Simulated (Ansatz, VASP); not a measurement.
**MgO in VASP and in Ansatz**

POSCAR

```
MgO
1.0
    2.8935274667      0.0000000000      0.0000000000
   -1.4467637334      2.5058682927      0.0000000000
    0.0000000000      0.0000000000      5.0406627630
Mg O
2 2
Direct
    0.0000000000      0.0000000000      0.0000000000
    0.0000000000      0.0000000000      0.5000000000
    0.3333333333      0.6666666667      0.2500000000
    0.6666666667      0.3333333333      0.7500000000
```

Contents of INCAR.step1:

```
  PREC = Accurate
  ENCUT = 520
  ISMEAR = 0
  SIGMA = 0.01
  LREAL = False
  LASPH = True
  NELM = 80
  NBANDS = 16
  GGA = PE
  ALGO = Normal
  EDIFF = 1E-4
  LWAVE = True
  LCHARG = False
```

The input INCAR.step2:

```
  PREC = Accurate
  ENCUT = 520
  EDIFF = 1E-6
  ISMEAR = 0
  SIGMA = 0.01
  LREAL = False
  LASPH = True
  NELM = 80
  ALGO = Normal
  ISIF = 2
  LWAVE = False
  LCHARG = True
  METAGGA = R2SCAN
  LMIXTAU = True
  LELF = True
  LVHAR = True
  NBANDS = 16
  ISTART = 1
```

KPOINTS

```
regular mesh
0
Gamma
  9 9 4
```

Input for Ansatz:

```yaml
crystal:
  lattice:
    - [2.8935274667, 0.0, 0.0]
    - [-1.4467637334, 2.5058682927, 0.0]
    - [0.0, 0.0, 5.040662763]
  atoms:
    - { symbol: Mg, position: [0.0, 0.0, 0.0] }
    - { symbol: Mg, position: [0.0, 0.0, 0.5] }
    - { symbol: O, position: [0.3333333333, 0.6666666667, 0.25] }
    - { symbol: O, position: [0.6666666667, 0.3333333333, 0.75] }
kpoints:
  mp_grid: { grid: [9, 9, 4] }
hamiltonian:
  xc: r2scan
scf:
  occupations: { method: fixed }
  n_extra_bands: 5
output:
  forces: true
  stress: true
  eigenvalues: true
```

Alike in both runs: task single point; functional r2SCAN; k mesh 9 × 9 × 4; no spin polarisation.

|  | VASP | Ansatz |
| --- | --- | --- |
| version | VASP 6.6.1 | Ansatz 0.2.0 |
| potentials or method | VASP PAW PBE potentials, release 64 (Mg, O) | plane waves, PAW |
| plane-wave cutoff (eV) | 520 | 500 |
| occupations | gaussian, width 0.01 eV | fixed |
| valence electrons in the cell | 16 | 32 |

|  | VASP | Ansatz | Ansatz less VASP |
| --- | --- | --- | --- |
| gap on the k mesh at the Fermi level (eV) | 5.62 | 5.65 | +0.024 |
| pressure (GPa) | 4.2 | 5.3 | +1.08 |
| traceless stress, the component that is largest in VASP (GPa) | 0.28 | 0.31 | +0.028 |

VASP's potentials were made for PBE, not for r2SCAN. VASP's potentials hold 16 valence electrons a cell and Ansatz's 32, so a difference there can come from the potentials and not from the codes.
